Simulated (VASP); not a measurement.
Runs of VASP 6.6.1 on P2Se2O. The structure is that of space group P4mm (No. 99), or close to it. The cells are those of the table. 

```csv
task,spin,cell,k mesh,cutoff (eV),gap on the mesh (eV),pressure (GPa),moment (μB),relaxed volume (Å³/atom),largest force (eV/Å)
relaxation of cell and atoms,off,"relaxed from a = 3.685, b = 3.685, c = 6.958 Å, 5 atoms",10 × 10 × 6,600,none,0.0,-,(b),-
single point,off,"a = 3.685, b = 3.685, c = 6.958 Å, 5 atoms",6 × 6 × 4,520,none,0.1,-,-,0.17
single point,"collinear, ferromagnetic start","a = 3.690, b = 3.690, c = 6.967 Å, 5 atoms",4 × 4 × 4,520,none,0.0,0.00,-,0.17
relaxation of cell and atoms,off,"relaxed from a = 3.690, b = 3.690, c = 6.967 Å, 5 atoms",6 × 6 × 4,600,none,0.0,-,(a),0.04
single point,off,"a = 3.673, b = 3.673, c = 6.996 Å, 5 atoms",10 × 10 × 6,520,none,0.1,-,-,0.15
single point,"collinear, ferromagnetic start","a = 4.441, b = 4.441, c = 6.566 Å, 5 atoms",4 × 4 × 4,520,0.06,11.9,1.93,-,11.89
```

Alike in all rows: level PBE+D3(BJ); potentials or basis VASP PAW PBE potentials, release 64 (P, Se, O); smearing gaussian 0.1 eV.

Problem. Estimate the missing entries.

Solution. (a) 18.81; (b) 18.82.

Caveats: some runs use coarse meshes; pairwise dispersion overbinds metals, which lowers pressure and volume (some runs); forces of over 1 eV/Å act on the atoms, so gaps and moduli don't describe the material at rest (some runs).

A k mesh can miss the band edges, and the runs leave out spin-orbit coupling on Se.

A gap of «none» marks levels without a gap at the run's occupations.
